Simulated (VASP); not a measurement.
Input of a VASP 6.6.1 run:

The input POSCAR:

```
FeCo3
1.0
    3.5357030000      0.0000000000      0.0000000000
    0.0000000000      3.5357030000      0.0000000000
    0.0000000000      0.0000000000      3.5357030000
Fe Co
1 3
Direct
    0.0000000000      0.0000000000      0.0000000000
    0.5000000000      0.5000000000      0.0000000000
    0.5000000000      0.0000000000      0.5000000000
    0.0000000000      0.5000000000      0.5000000000
```

File INCAR.step1:

```
PREC = Accurate
ENCUT = 520
ISMEAR = -1
SIGMA = 0.1
LREAL = F
LASPH = T
NELM = 150
ISPIN = 2
MAGMOM = 2.4 1.8 1.8 1.8
LMAXMIX = 4
NBANDS = 30
GGA = PE
ALGO = Normal
EDIFF = 1E-4
LWAVE = T
LCHARG = F
```

INCAR.step2

```
PREC = Accurate
ENCUT = 520
EDIFF = 1E-7
ISMEAR = -1
SIGMA = 0.1
LREAL = F
LASPH = T
NELM = 150
ALGO = Normal
ISIF = 2
LWAVE = F
LCHARG = F
ISPIN = 2
MAGMOM = 2.4 1.8 1.8 1.8
LORBIT = 11
LMAXMIX = 4
METAGGA = R2SCAN
LMIXTAU = T
NBANDS = 30
ISTART = 1
```

KPOINTS

```
Automatic mesh
0
Gamma
  7 7 7
```

Potentials or basis: VASP PAW PBE potentials, release 64 (Fe, Co).

Command:

```sh
$ cat potpaw_PBE.64/Fe/POTCAR potpaw_PBE.64/Co/POTCAR > POTCAR
$ cp INCAR.step1 INCAR
$ mpirun -np 1 vasp_std > vasp.out
$ cp INCAR.step2 INCAR
$ mpirun -np 1 vasp_std > vasp.out
```

(1) Predict the site moments.

(2) Estimate the net moment.

Results:

(1) Fe +2.86; Co +1.81 μB.

(2) 8.06 μB per cell.
